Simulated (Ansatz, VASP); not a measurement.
ReSbC in VASP and in Ansatz

The input INCAR:

```
SYSTEM = ReSbC
  PREC = Accurate
  ENCUT = 600
  EDIFF = 1E-7
  ISMEAR = 0
  SIGMA = 0.1
  LREAL = .False.
  LASPH = .True.
  NELM = 80
  ALGO = Normal
  ISIF = 3
  LWAVE = .False.
  LCHARG = .False.
  GGA = PE
  IBRION = 2
  NSW = 100
  EDIFFG = -0.01
```

KPOINTS

```
regular mesh
0
Gamma
  15 15 12
  0 0 0
```

The input POSCAR:

```
ReSbC
1.0
    3.7412635500      0.0000000000      0.0000000000
   -1.8706317700      3.2400292800      0.0000000000
    0.0000000000      0.0000000000      4.0405646300
Re Sb C
1 1 1
Direct
    0.0000000000      0.0000000000      0.0000000000
    0.6666666700      0.3333333300      0.5000000000
    0.3333333300      0.6666666700      0.5000000000
```

Input for Ansatz:

```yaml
crystal:
  lattice:
    - [3.74126355, 0.0, 0.0]
    - [-1.87063177, 3.24002928, 0.0]
    - [0.0, 0.0, 4.04056463]
  atoms:
    - { symbol: Re, position: [0.0, 0.0, 0.0] }
    - { symbol: Sb, position: [0.66666667, 0.33333333, 0.5] }
    - { symbol: C, position: [0.33333333, 0.66666667, 0.5] }
basis:
  ecutwfc: 420
kpoints:
  mp_grid: { grid: [15, 15, 12] }
hamiltonian:
  xc: pbe
scf:
  occupations: { method: gaussian, width: 0.1 }
output:
  forces: true
  stress: true
  eigenvalues: true
  write_density: true
  write_potential: true
  elf: true
  volumetric_format: npy
relax:
  adjacent_minimum: "off"
  f_tol: 0.01
  max_steps: 80
  cell: { stress_tol: 0.05 }
```

Alike in both runs: task relaxation of cell and atoms; functional PBE; k mesh 15 × 15 × 12; occupations gaussian, width 0.1 eV; no spin polarisation.

```csv
,VASP,Ansatz
version,VASP 6.6.1,Ansatz 0.2.0
potentials or method,"VASP PAW PBE potentials, release 64 (Re, Sb, C), cutoff 600 eV","scalar-relativistic, plane waves, PAW"
valence electrons in the cell,16,34
```

|  | VASP | Ansatz | Ansatz less VASP |
| --- | --- | --- | --- |
| gap on the k mesh at the Fermi level, each at its own relaxed structure (eV) | none | none | - |
| relaxed volume (Å³/atom) | 14.90 | 14.90 | -0.002 |
| relaxed length of the cell vector where the two differ most in proportion (Å) | 3.007 | 3.005 | -0.0020 |

A gap of «none» marks a metal or a gap that the smearing closes. VASP's potentials hold 16 valence electrons a cell and Ansatz's 34, so a difference there can come from the potentials and not from the codes.

Spin-orbit coupling is off throughout.
